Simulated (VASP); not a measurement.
Write the native input for VASP 6.6.1 that does the following.

| Item | Value |
| --- | --- |
| Task | single point |
| Functional | PBEsol |
| Potentials or basis | VASP PAW PBE potentials, release 64 (W_sv, S) |
| Cutoff | 520 eV |
| k mesh | 12 × 12 × 2 |
| Occupations | gaussian, width 0.05 eV |
| Spin | no spin polarisation |
| Dipole correction | no |
| Further INCAR settings | ALGO = Normal; EDIFF = 1e-07; NBANDS = 35 |

The structure of WS2 lies in POSCAR:

```
WS2
1.0
    3.1458813836      0.0000000000      0.0000000000
   -1.5729406918      2.7244131955      0.0000000000
    0.0000000000      0.0000000000     23.5674572586
W S
2 4
Direct
    0.3333333333      0.6666666667      0.6345758579
    0.6666666667      0.3333333333      0.3654241421
    0.3333333333      0.6666666667      0.2994773752
    0.6666666667      0.3333333333      0.5685797390
    0.3333333333      0.6666666667      0.4324810458
    0.6666666667      0.3333333333      0.7015834096
```

This cell differs from its parent crystal: all S atoms moved +0.013 Å, as atom 3 along Cartesian [0 0 1].

The input as run:

INCAR

```
SYSTEM = WS2
PREC     = Accurate       ! precision mode
ENCUT    = 520            ! plane-wave cutoff, eV
EDIFF    = 1E-7           ! SCF threshold, eV
ISMEAR   = 0              ! smearing method
SIGMA    = 0.05           ! smearing width, eV
LREAL    = .FALSE.        ! projectors in reciprocal space
LASPH    = .TRUE.         ! aspherical terms in the spheres
NELM     = 100            ! most SCF steps
ALGO     = Normal         ! electronic algorithm
ISIF     = 2              ! what is computed and relaxed
LWAVE    = .FALSE.        ! write WAVECAR
LCHARG   = .FALSE.        ! write CHGCAR
GGA      = PS             ! functional
NBANDS   = 35             ! bands
```

KPOINTS

```
Automatic mesh
0
G
  12 12 2
  0 0 0
```

Potentials or basis: VASP PAW PBE potentials, release 64 (W_sv, S).

The run is started by

```sh
$ cat potpaw_PBE.64/W_sv/POTCAR potpaw_PBE.64/S/POTCAR > POTCAR
$ mpirun -np 1 vasp_std > vasp.out
```

Results of the run:

- Largest force: 0.419 eV/Å
- Band gap on the k mesh: 1.53 eV, indirect (least direct gap 1.90 eV)

Caveat: the cell differs from its parent crystal (all S atoms moved +0.013 Å, as atom 3 along Cartesian [0 0 1]); the PAW data sets were made with another functional, which shifts forces and pressure a little; spin-orbit coupling is left out, which moves the levels of the heavy elements.

It took 3 min on 1 thread of Intel(R) Xeon(R) 6975P-C (Granite Rapids), with other jobs on the host, peak memory 0.43 GiB.
